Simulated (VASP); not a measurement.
Runs of VASP 6.6.1 on ErH4. The structure is that of space group Pm-3m (No. 221), or close to it. The cells are those of the table. The cell was built from a structure type or drawn by symmetry, and may not be a known phase.

| task | cell | k mesh | gap on the mesh (eV) | pressure (GPa) | relaxed volume (Å³/atom) |
| --- | --- | --- | --- | --- | --- |
| single point | a = 3.835 Å, 5 atoms | 4 × 4 × 4 | none | 10.1 | - |
| relaxation of cell and atoms | relaxed from a = 3.835 Å, 5 atoms | 4 × 4 × 4 | none | -0.1 | (a) |
| single point | a = 4.073 Å, 5 atoms | 10 × 10 × 10 | none | 0.2 | - |
| relaxation of cell and atoms | relaxed from a = 4.063 Å, 5 atoms | 10 × 10 × 10 | none | 0.0 | 13.58 |
| single point | a = 4.063 Å, 5 atoms | 4 × 4 × 4 | none | (b) | - |

Alike in all rows: level PBE; potentials or basis VASP PAW PBE potentials, release 64 (Er_3, H), 4f in core; no spin polarisation; cutoff (eV) 500; smearing gaussian 0.1 eV.

Q: Fill in the values left out.

A: (a) 13.57; (b) 0.5.

Caveats: some runs use coarse meshes; spin-orbit coupling is left out, which moves the levels of the heavy elements; the 4f electrons are frozen in the core, so they carry no moment and show no levels; the volume moved by over 15 % at a fixed basis, so the end points are rough (at least some runs).

A k mesh can miss the band edges, and the runs leave out spin-orbit coupling on Er.

A gap of «none» marks levels without a gap at the run's occupations.
